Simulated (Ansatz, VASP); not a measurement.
## SiNi2: VASP beside Ansatz

The input INCAR:

```
SYSTEM = SiNi2
  PREC = Accurate
  ENCUT = 600
  EDIFF = 1E-6
  ISMEAR = 0
  SIGMA = 0.1
  LREAL = .False.
  LASPH = .True.
  NELM = 100
  ALGO = Fast
  ISIF = 3
  LWAVE = .False.
  LCHARG = .False.
  GGA = PE
  IBRION = 2
  NSW = 70
  EDIFFG = -0.02
```

The input KPOINTS:

```
regular mesh
0
Gamma
  12 12 8
  0 0 0
```

File POSCAR:

```
SiNi2
1.0
    3.9107503400     -0.0000002943      0.0000000000
   -1.9553749151      3.3868092895      0.0000000000
    0.0000000000      0.0000000000      4.9920704121
Si Ni
2 4
Direct
    0.3333333333      0.6666666667      0.7500000000
    0.6666666667      0.3333333333      0.2500000000
    0.0000000000      0.0000000000      0.0000000000
    0.0000000000      0.0000000000      0.5000000000
    0.3333333333      0.6666666667      0.2500000000
    0.6666666667      0.3333333333      0.7500000000
```

Input for Ansatz:

```yaml
crystal:
  lattice:
    - [3.91075034, -2.943e-07, 0.0]
    - [-1.9553749151, 3.3868092895, 0.0]
    - [0.0, 0.0, 4.9920704121]
  atoms:
    - { symbol: Si, position: [0.3333333333, 0.6666666667, 0.75] }
    - { symbol: Si, position: [0.6666666667, 0.3333333333, 0.25] }
    - { symbol: Ni, position: [0.0, 0.0, 0.0] }
    - { symbol: Ni, position: [0.0, 0.0, 0.5] }
    - { symbol: Ni, position: [0.3333333333, 0.6666666667, 0.25] }
    - { symbol: Ni, position: [0.6666666667, 0.3333333333, 0.75] }
basis:
  ecutwfc: 420
kpoints:
  mp_grid: { grid: [12, 12, 8] }
hamiltonian:
  xc: pbe
scf:
  occupations: { method: gaussian, width: 0.1 }
output:
  forces: true
  stress: true
  eigenvalues: true
relax:
  adjacent_minimum: "off"
  f_tol: 0.02
  max_steps: 50
  cell: { stress_tol: 0.1 }
```

Alike in both runs: task relaxation of cell and atoms; functional PBE; k mesh 12 × 12 × 8; occupations gaussian, width 0.1 eV; no spin polarisation.

```csv
,VASP,Ansatz
version,VASP 6.6.1,Ansatz 0.2.0
potentials or method,"VASP PAW PBE potentials, release 64 (Si, Ni), cutoff 600 eV","scalar-relativistic, plane waves, PAW"
valence electrons in the cell,48,80
```

```csv
,VASP,Ansatz,Ansatz less VASP
"gap on the k mesh at the Fermi level, each at its own relaxed structure (eV)",none,none,-
relaxed volume (Å³/atom),11.02,11.02,+0.003
relaxed cell length with the largest relative difference (Å),3.911,3.911,+0.0005
```

A gap of «none» marks a metal or a gap that the smearing closes. VASP's potentials hold 48 valence electrons a cell and Ansatz's 80, so a difference there can come from the potentials and not from the codes.

Noted on VASP's run: the relaxation stopped at its first step, so nothing moved.
